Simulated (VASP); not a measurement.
# Se (P3_121) in VASP: notebook, part 2 of 2

VASP 6.6.1. Earlier steps stand in the parts before.

## Step 6: Single point, LDA

File INCAR:

```
PREC = Accurate ; ENCUT = 520
EDIFF = 1E-6 ; ISMEAR = -1
SIGMA = 0.01 ; LREAL = F
LASPH = T ; NELM = 100
ALGO = Normal ; ISIF = 2
LWAVE = F ; LCHARG = F
GGA = CA ; NBANDS = 16
```

File KPOINTS:

```
Automatic mesh
0
Gamma
  9 9 6
```

File POSCAR:

```
Se
1.0
    3.9534579885      0.0000000000      0.0000000000
   -1.9767289943      3.4237950508      0.0000000000
    0.0000000000      0.0000000000      5.1205317866
Se
3
Direct
    0.2543546533      1.0000000000      0.3333333333
    1.0000000000      0.2543546533      0.6666666667
    0.7456453467      0.7456453467      1.0000000000
```

Potentials or basis: VASP PAW LDA potentials, release 64 (Se).

Run with:

```
cat potpaw_LDA.64/Se/POTCAR > POTCAR
mpirun -np 1 vasp_std > vasp.out
```

OUTCAR:

```text
PREC = Accurate
   ENCUT = 520
   EDIFF = 1E-6
   ISMEAR = -1
   LREAL = F
   LASPH = T
   NELM = 100
   ISIF = 2
   GGA = CA

 ion  position               nearest neighbor table
   1  0.254  0.000  0.333-   3 2.44   2 2.44
   2  0.000  0.254  0.667-   3 2.44   1 2.44
   3  0.746  0.746  0.000-   2 2.44   1 2.44

  LATTYP: Found a hexagonal cell.
 ALAT       =     3.9534579885
 C/A-ratio  =     1.2952032882

  Lattice vectors:

 A1 = (   3.9534579885,   0.0000000000,   0.0000000000)
 A2 = (  -1.9767289943,   3.4237950508,   0.0000000000)
 A3 = (   0.0000000000,   0.0000000000,   5.1205317866)

Analysis of symmetry for initial positions (statically):
=====================================================================
 Subroutine PRICEL returns:
 Original cell was already a primitive cell.

 Routine SETGRP: Setting up the symmetry group for a
 hexagonal supercell.

 Subroutine GETGRP returns: Found  6 space group operations
 (whereof  2 operations were pure point group operations)
 out of a pool of 24 trial point group operations.

The static configuration has the point symmetry C_2 .
[... 159 lines left out ...]
  ext. energy  EPLUGINS =         0.00000000
  ---------------------------------------------------
  free energy    TOTEN  =       -12.47714263 eV

  energy without entropy =      -12.47714262  energy(sigma->0) =      -12.47714263

 E-fermi :   4.5558     XC(G=0):  -9.9940

 val. band max:        4.4107109690   @ k =   0.3333   0.3333   0.5000
 cond. band min:       4.6938680064   @ k =   0.3333   0.3333   0.5000
 fundamental gap:      0.2831570374
 Fermi energy:         4.5557542673

 k-point     1 :       0.0000    0.0000    0.0000
  band No.  band energies     occupation
      1     -11.9495      2.00000
      2      -7.7486      2.00000
      3      -7.7486      2.00000
      4       0.6396      2.00000
      5       0.9649      2.00000
      6       0.9649      2.00000
[... 433 lines left out ...]
      3      -6.9699      2.00000
      4      -1.3154      2.00000
      5      -0.7021      2.00000
      6       0.5367      2.00000
[... 8 lines left out ...]
     15      13.2267      0.00000
     16      13.9527      0.00000

 [... further k-points ...]
[... 5 lines left out ...]
  --------------------------------------------------------------------------------------
  -------------------------------------------------------------------------------------
  Total        0.0626800      0.0626800      0.1188082     -0.0000000      0.0000000      0.0000000
  in kB        1.4489041      1.4489041      2.7463577     -0.0000000      0.0000000      0.0000000
  external PRESSURE =       1.8813886 kB  Pullay stress =       0.0000000 kB

 VOLUME and BASIS-vectors are now :
 -----------------------------------------------------------------------------
  energy-cutoff  :      520.00
  volume of cell :       69.31
      direct lattice vectors                 reciprocal lattice vectors
     3.953457988  0.000000000  0.000000000     0.252943120  0.146036779  0.000000000
    -1.976728994  3.423795051  0.000000000     0.000000000  0.292073557  0.000000000
     0.000000000  0.000000000  5.120531787     0.000000000  0.000000000  0.195292216

 POSITION                                       TOTAL-FORCE (eV/Angst)
 -----------------------------------------------------------------------------------
      1.00558      0.00000      1.70684         0.052179     -0.000000      0.000000
     -0.50279      0.87086      3.41369        -0.026089      0.045188     -0.000000
      1.47394      2.55294      0.00000        -0.026089     -0.045188     -0.000000
 -----------------------------------------------------------------------------------
    total drift:                               -0.000000     -0.000001      0.000000

  FREE ENERGIE OF THE ION-ELECTRON SYSTEM (eV)
  ---------------------------------------------------
  free  energy   TOTEN  =       -12.4771426272 eV

  energy  without entropy=      -12.4771426247  energy(sigma->0) =      -12.47714263
```

stdout:

```text
POSCAR found type information on POSCAR Se
 POSCAR found :  1 types and       3 ions
 scaLAPACK will be used
 LDA part: xc-table for (Slater(with rela. corr.)+CA(PZ))
 , standard interpolation
 POSCAR, INCAR and KPOINTS ok, starting setup
 FFT: planning ... GRIDC
 FFT: planning ... GRID_SOFT
 FFT: planning ... GRID
 WAVECAR not read
 entering main loop
```

It took 22 s on 1 thread of Intel Xeon 6975P-C (Granite Rapids), shared host; peak memory 0.18 GiB.

What came out:

```yaml
Free_energy: -12.4771 eV
Pressure: 0.2 GPa
Largest_force: 0.052 eV/Å
Band_gap_on_the_k_mesh: 0.28 eV, direct
```

Forces in eV/Å, atoms in the order of the input:
```
Se   0.052  0.000  0.000
Se  -0.026  0.045  0.000
Se  -0.026 -0.045  0.000
```

Stress tensor (GPa, compression positive):
```
0.14 0.00 0.00
0.00 0.14 0.00
0.00 0.00 0.27
```

Levels at points of the mesh, in eV from the valence-band top:
```tsv
k point	band 7	band 8	band 9	band 10	band 11	band 12
(0.00, 0.00, 0.00)	-1.98	-1.98	-0.69	1.32	1.32	2.00
(0.00, 0.00, 0.50)	-1.52	-1.35	-1.35	0.74	0.75	0.75
```

A k mesh can miss the band edges.

## Step 7: Overview

| k mesh | smearing | gap on the mesh (eV) | pressure (GPa) | largest force (eV/Å) |
| --- | --- | --- | --- | --- |
| 5 × 5 × 3 | fermi-dirac 0.05 eV | 1.22 | 0.2 | 0.08 |
| 6 × 6 × 4 | fermi-dirac 0.05 eV | 0.28 | 0.2 | 0.05 |
| 8 × 8 × 5 | fermi-dirac 0.05 eV | 0.89 | 0.2 | 0.05 |
| 9 × 9 × 6 | fermi-dirac 0.05 eV | 0.28 | 0.2 | 0.05 |
| 9 × 9 × 6 | fermi-dirac 0.01 eV | 0.28 | 0.2 | 0.05 |

Alike in all rows: task single point; level LDA; potentials or basis VASP PAW LDA potentials, release 64 (Se); no spin polarisation; cell as given; cutoff (eV) 520.

On the cell as given the gap runs from 0.28 eV (LDA) to 1.22 eV (LDA); the meshes differ, which moves gaps too.

Total energies depend on the potentials used, so only differences within one code and one set of settings carry meaning.
